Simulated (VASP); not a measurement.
# TiO2 (I4_1/amd) in VASP: further runs, part 2 of 2

VASP 6.6.1. The steps go on from the part before.

**4. Relaxation of volume and atoms at fixed shape, PBEsol**

This run uses another cell than the first one, of 11.35 Å³/atom.

INCAR reads:

```
SYSTEM = TiO2
PREC     = Accurate       ! precision mode
ENCUT    = 600            ! plane-wave cutoff, eV
EDIFF    = 1E-7           ! SCF threshold, eV
ISMEAR   = -1             ! smearing method
SIGMA    = 0.02           ! smearing width, eV
LREAL    = .FALSE.        ! projectors in reciprocal space
LASPH    = .TRUE.         ! aspherical terms in the spheres
NELM     = 120            ! most SCF steps
ALGO     = Normal         ! electronic algorithm
ISIF     = 8              ! what is computed and relaxed
LWAVE    = .FALSE.        ! write WAVECAR
LCHARG   = .FALSE.        ! write CHGCAR
GGA      = PS             ! functional
IBRION   = 2              ! ionic algorithm
NSW      = 80             ! ionic steps
EDIFFG   = -0.01          ! ionic threshold
GGA_COMPAT= .FALSE.      
NELMIN   = 4
```

KPOINTS reads:

```
Automatic mesh
0
G
  8 8 8
  0 0 0
```

POSCAR reads:

```
TiO2
1.0
   -1.8921000000      1.8921000000      4.7573000000
    1.8921000000     -1.8921000000      4.7573000000
    1.8921000000      1.8921000000     -4.7573000000
Ti O
2 4
Direct
    0.0000000000      1.0000000000      0.0000000000
    0.7500000000      0.2500000000      0.5000000000
    0.2081000000      0.2081000000      0.0000000000
    0.7919000000      0.7919000000      0.0000000000
   -0.0419000000      0.4581000000      0.5000000000
    0.5419000000      1.0419000000      0.5000000000
```

Potentials or basis: VASP PAW PBE potentials, release 64 (Ti_sv, O).

Command:

```sh
cat potpaw_PBE.64/Ti_sv/POTCAR potpaw_PBE.64/O/POTCAR > POTCAR
mpirun -np 1 vasp_std > vasp.out
```

OUTCAR:

```text
SYSTEM = TiO2
   PREC = Accurate
   ENCUT = 600
   EDIFF = 1E-7
   ISMEAR = -1
   LREAL = .FALSE.
   LASPH = .TRUE.
   NELM = 120
   ISIF = 8
   GGA = PS
   IBRION = 2
   NSW = 80
   EDIFFG = -0.01
   NELMIN = 4

 ion  position               nearest neighbor table
   1  0.000  0.000  0.000-   6 1.93   5 1.93   6 1.93   5 1.93   4 1.98   3 1.98
   2  0.750  0.250  0.500-   4 1.93   3 1.93   4 1.93   3 1.93   5 1.98   6 1.98
   3  0.208  0.208  0.000-   2 1.93   2 1.93   1 1.98
   4  0.792  0.792  0.000-   2 1.93   2 1.93   1 1.98
   5  0.958  0.458  0.500-   1 1.93   1 1.93   2 1.98
   6  0.542  0.042  0.500-   1 1.93   1 1.93   2 1.98

  LATTYP: Found a body centered tetragonal cell.
 ALAT       =     3.7842000000
 C/A-ratio  =     2.5142962846

  Lattice vectors:

 A1 = (  -1.8921000000,   1.8921000000,   4.7573000000)
 A2 = (   1.8921000000,  -1.8921000000,   4.7573000000)
 A3 = (   1.8921000000,   1.8921000000,  -4.7573000000)

Analysis of symmetry for initial positions (statically):
=====================================================================
 Subroutine PRICEL returns:
 Original cell was already a primitive cell.

 Routine SETGRP: Setting up the symmetry group for a
 body centered tetragonal supercell.

 Subroutine GETGRP returns: Found 16 space group operations
 (whereof  8 operations were pure point group operations)
 out of a pool of 16 trial point group operations.

The static configuration has the point symmetry D_2d.
 The point group associated with its full space group is D_4h.

Analysis of symmetry for dynamics (positions and initial velocities):
=====================================================================
 Subroutine PRICEL returns:
 Original cell was already a primitive cell.
[... 134 lines left out ...]
   IALGO  =     38    algorithm
   IMIX   =      4    mixing-type and parameters
     AMIX     =   0.40;   BMIX     =  1.00
     AMIX_MAG =   1.60;   BMIX_MAG =  1.00
  volume/ion in A,a.u.               =      11.35        76.62
  Fermi-wavevector in a.u.,A,eV,Ry     =   1.456752  2.752862 28.873289  2.122127
  Thomas-Fermi vector in A             =   2.573634
   LORBIT       =      0    0 simple, 1 ext, 2 COOP (PROOUT), +10 PAW based schemes
   GGA     = PS    functional components
   LHFCALC =     F    Hartree Fock is set to
   AEXX    =    0.0000 exact exchange contribution
   IVDW    =     0    specifies the selected vdW correction
   LEPSILON=     F    determine dielectric tensor
   LRPA    =     F    only Hartree local field effects (RPA)
 conjugate gradient relaxation of ions
 non-spin polarized calculation
  energy-cutoff  :      600.00
  volume of cell :       68.13
 maximum number of plane-waves:      2299
 NGX is ok and might be reduce to    48
   NGX = 21   NGY = 21   NGZ = 21

--------------------------------------- Ionic step        1  -------------------------------------------

 number of electron      47.9999997 magnetization

 Free energy of the ion-electron system (eV)
  ---------------------------------------------------
  ext. energy  EPLUGINS =         0.00000000
  ---------------------------------------------------
  free energy    TOTEN  =       -56.22543738 eV

  energy without entropy =      -56.22543738  energy(sigma->0) =      -56.22543738

------------------------ aborting loop because EDIFF is reached ----------------------------------------

  FORCE on cell =-STRESS in cart. coord.  units (eV):
  Direction    XX          YY          ZZ          XY          YZ          ZX
  --------------------------------------------------------------------------------------
  -------------------------------------------------------------------------------------
  Total       -0.3916583     -0.3916583      0.0351597      0.0000000      0.0000000      0.0000000
  in kB       -9.2110516     -9.2110516      0.8268889      0.0000000      0.0000000      0.0000000
  external PRESSURE =      -5.8650714 kB  Pullay stress =       0.0000000 kB
[... 107 lines left out ...]
--------------------------------------- Ionic step        4  -------------------------------------------

 number of electron      47.9999996 magnetization

 Free energy of the ion-electron system (eV)
  ---------------------------------------------------
  ext. energy  EPLUGINS =         0.00000000
  ---------------------------------------------------
  free energy    TOTEN  =       -56.22585968 eV

  energy without entropy =      -56.22585968  energy(sigma->0) =      -56.22585968

 E-fermi :   3.7070     XC(G=0): -11.0344

 val. band max:        3.2726223839   @ k =  -0.3750   0.3750   0.0000
 cond. band min:       5.3690868003   @ k =   0.0000   0.0000   0.0000
 fundamental gap:      2.0964644163
 Fermi energy:         3.7070029247

 k-point     1 :       0.0000    0.0000    0.0000
  band No.  band energies     occupation
      1     -52.8142      2.00000
      2     -52.7506      2.00000
      3     -29.4063      2.00000
      4     -29.1572      2.00000
      5     -29.1572      2.00000
      6     -29.0823      2.00000
[... 733 lines left out ...]
     27       6.9849      0.00000
     28       7.0059      0.00000

 [... further k-points ...]
[... 5 lines left out ...]
  --------------------------------------------------------------------------------------
  -------------------------------------------------------------------------------------
  Total       -0.1147819     -0.1147819      0.2290067      0.0000000     -0.0000000      0.0000000
  in kB       -2.7076211     -2.7076211      5.4021010      0.0000000     -0.0000000      0.0000000
  external PRESSURE =      -0.0043804 kB  Pullay stress =       0.0000000 kB
[... 21 lines left out ...]
  FREE ENERGIE OF THE ION-ELECTRON SYSTEM (eV)
  ---------------------------------------------------
  free  energy   TOTEN  =       -56.2258596761 eV

  energy  without entropy=      -56.2258596761  energy(sigma->0) =      -56.22585968

 reached required accuracy - stopping structural energy minimisation
```

CONTCAR:

```text
TiO2
   1.00000000000000
    -1.8901946559886997    1.8901946559886997    4.7525094006315962
     1.8901946559886997   -1.8901946559886997    4.7525094006315962
     1.8901946559886997    1.8901946559886997   -4.7525094006315962
  Ti              O
     2     4
Direct
     1.0000000000000000    1.0000000000000000    1.0000000000000000
     0.7500000000000000    0.2500000000000000    0.5000000000000000
     0.2082371644983028    0.2082371644983028    0.0000000000000000
     0.7917628355016971    0.7917628355016971    0.0000000000000000
     0.9582371644983029    0.4582371644983028    0.5000000000000000
     0.5417628355016971    0.0417628355016972    0.5000000000000000

  0.00000000E+00  0.00000000E+00  0.00000000E+00
  0.00000000E+00  0.00000000E+00  0.00000000E+00
  0.00000000E+00  0.00000000E+00  0.00000000E+00
  0.00000000E+00  0.00000000E+00  0.00000000E+00
  0.00000000E+00  0.00000000E+00  0.00000000E+00
  0.00000000E+00  0.00000000E+00  0.00000000E+00
```

Run time: 5.2 min. Hardware: 1 thread of Intel Xeon 6975P-C (Granite Rapids), shared host; peak memory 0.41 GiB.

Results:

- Free energy: -56.2259 eV
- Relaxed volume: 11.32 Å³/atom
- Relaxed cell: a = 5.453 Å, b = 5.453 Å, c = 5.453 Å, α = 139.43°, β = 139.43°, γ = 58.71°
- Space group after relaxing (to 0.1 Å): I4_1/amd (No. 141)
- Energy gained by relaxing: 0.1 meV/atom
- Ionic steps: 4
- Pressure after relaxing: 0.0 GPa
- Largest force after relaxing: 0.009 eV/Å
- Band gap on the k mesh: 2.10 eV (least direct gap 2.40 eV)

Forces in eV/Å, atoms in the order of the input:
```
Ti   0.000  0.000  0.000
Ti   0.000  0.000  0.000
O    0.000  0.000  0.009
O    0.000  0.000 -0.009
O    0.000  0.000  0.009
O    0.000  0.000 -0.009
```

Step by step:
```tsv
step	energy change (eV)	largest force (eV/Å)	pressure (GPa)	volume (Å³)
1	0.0000	0.0108	-0.59	68.13
2	0.0001	0.0388	0.71	67.72
3	-0.0004	0.0238	0.02	67.93
4	-0.0004	0.0085	0.00	67.92
```

Final structure:
```
CELL_PARAMETERS angstrom
-1.89019 1.89019 4.75251
1.89019 -1.89019 4.75251
1.89019 1.89019 -4.75251
ATOMIC_POSITIONS crystal
Ti 0.00000 0.00000 0.00000
Ti 0.75000 0.25000 0.50000
O 0.20824 0.20824 0.00000
O 0.79176 0.79176 0.00000
O 0.95824 0.45824 0.50000
O 0.54176 0.04176 0.50000
```

Caveat: the PAW data sets were made with another functional, which shifts forces and pressure a little. A k mesh can miss the band edges.
